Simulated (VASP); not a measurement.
Wanted: the native input for a VASP 6.6.1 run.

```yaml
Task: single point
Functional: LDA
Potentials_or_basis: VASP PAW LDA potentials, release 64 (W_sv, C)
Cutoff: 520 eV
k_mesh: 11 × 11 × 11
Occupations: fermi-dirac, width 0.1 eV
Spin: no spin polarisation
Dipole_correction: no
Further_INCAR_settings: ALGO = Normal; EDIFF = 1e-07; NBANDS = 16
```

The structure of WC lies in POSCAR:

```
WC
1.0
    0.0000000000      2.1529886616      2.1529886616
    2.1529886616      0.0000000000      2.1529886616
    2.1529886616      2.1529886616      0.0000000000
W C
1 1
Direct
    0.0000000000      0.0000000000      0.0000000000
    0.5000000000      0.5000000000      0.5000000000
```

The input as run:

INCAR

```
SYSTEM = WC
PREC = Accurate ; ENCUT = 520
EDIFF = 1E-7 ; ISMEAR = -1
SIGMA = 0.1 ; LREAL = .FALSE.
LASPH = .TRUE. ; NELM = 80
ALGO = Normal ; ISIF = 2
LWAVE = .FALSE. ; LCHARG = .FALSE.
NBANDS = 16
```

KPOINTS

```
regular mesh
0
G
  11 11 11
  0 0 0
```

Potentials or basis: VASP PAW LDA potentials, release 64 (W_sv, C).

The run is started by

```console
$ cat potpaw_LDA.64/W_sv/POTCAR potpaw_LDA.64/C/POTCAR > POTCAR
$ mpirun -np 1 vasp_std > vasp.out
```

Results of the run:

```json
{
  "Pressure": "7.6 GPa",
  "Band gap on the k mesh": "zero (band 9 reaches 14.17 eV, above the bottom of band 10 at 10.85 eV)"
}
```

Caveat: spin-orbit coupling is left out, which moves the levels of the heavy elements.

Wall time 8.3 s on 1 thread of Intel Xeon 6975P-C, with other jobs on the host, peak memory 0.14 GiB.
